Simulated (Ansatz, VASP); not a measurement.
**One calculation of MnS, two programs**

The input INCAR:

```
SYSTEM = MnS
PREC     = Accurate       ! precision mode
ENCUT    = 520            ! plane-wave cutoff, eV
EDIFF    = 1E-7           ! SCF threshold, eV
ISMEAR   = 0              ! smearing method
SIGMA    = 0.1            ! smearing width, eV
LREAL    = .False.        ! projectors in reciprocal space
LASPH    = .True.         ! aspherical terms in the spheres
NELM     = 150            ! most SCF steps
ALGO     = Normal         ! electronic algorithm
ISIF     = 2              ! what is computed and relaxed
LWAVE    = .False.        ! write WAVECAR
LCHARG   = .True.         ! write CHGCAR
ISPIN    = 2              ! spin polarisation
MAGMOM   = 4.63 0.14      ! initial moments
LORBIT   = 11             ! projections on sites
LMAXMIX  = 4              ! l up to which the mixer works
GGA      = PE             ! functional
LELF     = .True.         ! ELF
LVHAR    = .True.       
NBANDS   = 20             ! bands
```

File KPOINTS:

```
regular mesh
0
Gamma
  14 14 14
  0 0 0
```

POSCAR

```
MnS
1.0
    0.0000000000      2.7045079078      2.7045079078
    2.7045079078      0.0000000000      2.7045079078
    2.7045079078      2.7045079078      0.0000000000
Mn S
1 1
Direct
    0.0000000000      0.0000000000      0.0000000000
    0.7500000000      0.7500000000      0.7500000000
```

Input for Ansatz:

```yaml
crystal:
  lattice:
    - [0.0, 2.7045079202, 2.7045079202]
    - [2.7045079202, 0.0, 2.7045079202]
    - [2.7045079202, 2.7045079202, 0.0]
  atoms:
    - { symbol: Mn, position: [0.0, 0.0, 0.0], spin: 4.63 }
    - { symbol: S, position: [0.25, 0.25, 0.25], spin: 0.14 }
basis:
  ecutwfc: 420
kpoints:
  mp_grid: { grid: [14, 14, 14] }
hamiltonian:
  xc: pbe
scf:
  occupations: { method: gaussian, width: 0.1 }
output:
  forces: true
  stress: true
  eigenvalues: true
  populations: true
  write_density: true
  write_potential: true
  elf: true
  volumetric_format: npy
magnetization:
  spin_polarized: true
```

Alike in both runs: task single point; functional PBE; k mesh 14 × 14 × 14; occupations gaussian, width 0.1 eV; collinear spin.

|  | VASP | Ansatz |
| --- | --- | --- |
| version | VASP 6.6.1 | Ansatz 0.2.0 |
| potentials or method | VASP PAW PBE potentials, release 64 (Mn_pv, S), cutoff 520 eV | scalar-relativistic, plane waves, PAW |
| valence electrons in the cell | 19 | 21 |

|  | VASP | Ansatz | Ansatz less VASP |
| --- | --- | --- | --- |
| gap on the k mesh at the Fermi level (eV) | none | none | - |
| pressure (GPa) | 5.0 | 4.9 | -0.11 |
| net moment per atom (μB) | 2.25 | 2.25 | -0.002 |
| size of the moment on the site where the two differ most (μB) | 4.03 | 3.81 | -0.220 |

Site moments also hang on the region over which each program counts them. A gap of «none» marks a metal or a gap that the smearing closes. VASP's potentials hold 19 valence electrons a cell and Ansatz's 21, so a difference there can come from the potentials and not from the codes.
